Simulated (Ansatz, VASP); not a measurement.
## Two plane-wave programs on TiAl

File INCAR:

```
SYSTEM = TiAl
ALGO = Fast ; EDIFF = 1E-7
ENCUT = 520 ; GGA = PS
ISIF = 2 ; ISMEAR = 0
LASPH = .TRUE. ; LCHARG = .TRUE.
LELF = .TRUE. ; LREAL = .FALSE.
LVHAR = .TRUE. ; LWAVE = .FALSE.
NBANDS = 14 ; NELM = 100
PREC = Accurate ; SIGMA = 0.15
```

File KPOINTS:

```
k-points
0
G
  16 16 16
  0 0 0
```

File POSCAR:

```
TiAl
1.0
    3.1790640000      0.0000000000      0.0000000000
    0.0000000000      3.1790640000      0.0000000000
    0.0000000000      0.0000000000      3.1790640000
Ti Al
1 1
Direct
    0.0000000000      0.0000000000      0.0235918497
    0.5000000000      0.5000000000      0.5000000000
```

Input for Ansatz:

```yaml
crystal:
  lattice:
    - [3.179064, 0.0, 0.0]
    - [0.0, 3.179064, 0.0]
    - [0.0, 0.0, 3.179064]
  atoms:
    - { symbol: Ti, position: [0.0, 0.0, 0.0235918497] }
    - { symbol: Al, position: [0.5, 0.5, 0.5] }
basis:
  ecutwfc: 420
kpoints:
  mp_grid: { grid: [16, 16, 16] }
hamiltonian:
  xc: pbesol
scf:
  occupations: { method: gaussian, width: 0.15 }
output:
  forces: true
  stress: true
  eigenvalues: true
```

Change from the starting cell: all Ti atoms moved +0.075 Å, as atom 1 along Cartesian [0 0 1].

Alike in both runs: task single point; functional PBEsol; k mesh 16 × 16 × 16; occupations gaussian, width 0.15 eV; no spin polarisation.

|  | VASP | Ansatz |
| --- | --- | --- |
| version | VASP 6.6.1 | Ansatz 0.2.0 |
| potentials or method | VASP PAW PBE potentials, release 64 (Ti_sv, Al), cutoff 520 eV | scalar-relativistic, plane waves, PAW |
| valence electrons in the cell | 15 | 15 |

Ansatz gave:

```
gap on the k mesh at the Fermi level (eV)                     : none
pressure (GPa)                                                : -2.2
traceless stress, the component that is largest in VASP (GPa) : -0.17
rms of the force components (eV/Å)                            : 0.267
```

Question: Estimate VASP's values.

Answer: gap on the k mesh at the Fermi level (eV): none; pressure (GPa): -2.1; traceless stress, the component that is largest in VASP (GPa): -0.17; rms of the force components (eV/Å): 0.268.

VASP's potentials were made for PBE, not for PBEsol. Atom by atom the forces differ by 0.001 eV/Å (rms over components). A gap of «none» marks a metal or a gap that the smearing closes. With one functional, cell and mesh, what is left measures potentials, basis and numerics.
